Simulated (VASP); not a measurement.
Here is a VASP 6.6.1 calculation.

The input INCAR:

```
ALGO = Normal
EDIFF = 1E-6
ENCUT = 600
GGA = PE
GGA_COMPAT = False
ISIF = 2
ISMEAR = -1
LASPH = True
LCHARG = False
LREAL = False
LWAVE = False
NBANDS = 46
NELM = 120
PREC = Accurate
SIGMA = 0.05
```

KPOINTS

```
k-points
0
Gamma
  10 10 3
```

Contents of POSCAR:

```
GaN
1.0
    3.2537997090      0.0000000000      0.0000000000
   -1.6268998545      2.8178732069      0.0000000000
    0.0000000000      0.0000000000     10.4931298399
Ga N
4 4
Direct
    0.0000000000      0.0000000000      0.7858680000
    0.6666666667      0.3333333333      0.0373490000
    0.3333333333      0.6666666667      0.5373490000
    0.0000000000      0.0000000000      0.2858680000
    0.0000000000      0.0000000000      0.0930380000
    0.6666666667      0.3333333333      0.3437450000
    0.0000000000      0.0000000000      0.5930380000
    0.3333333333      0.6666666667      0.8437450000
```

Potentials or basis: VASP PAW PBE potentials, release 64 (Ga_d, N).

Run with:

```console
$ cat potpaw_PBE.64/Ga_d/POTCAR potpaw_PBE.64/N/POTCAR > POTCAR
$ mpirun -np 1 vasp_std > vasp.out
```

Question: Estimate the largest force.

Answer: 0.240 eV/Å.

Question: What does it give for the band gap on the k mesh?

Answer: 0.54 eV.

Question: Predict the pressure.

Answer: -6.2 GPa.

Forces in eV/Å, atoms in the order of the input:
```
Ga   0.000  0.000  0.052
Ga   0.000  0.000  0.084
Ga   0.000  0.000  0.084
Ga   0.000  0.000  0.052
N    0.000  0.000 -0.240
N    0.000  0.000  0.104
N    0.000  0.000 -0.240
N    0.000  0.000  0.104
```

Caveat: the stress differs along the axes, from -9 to 0 GPa; semilocal functionals underestimate gaps, and a narrow one can read as zero.
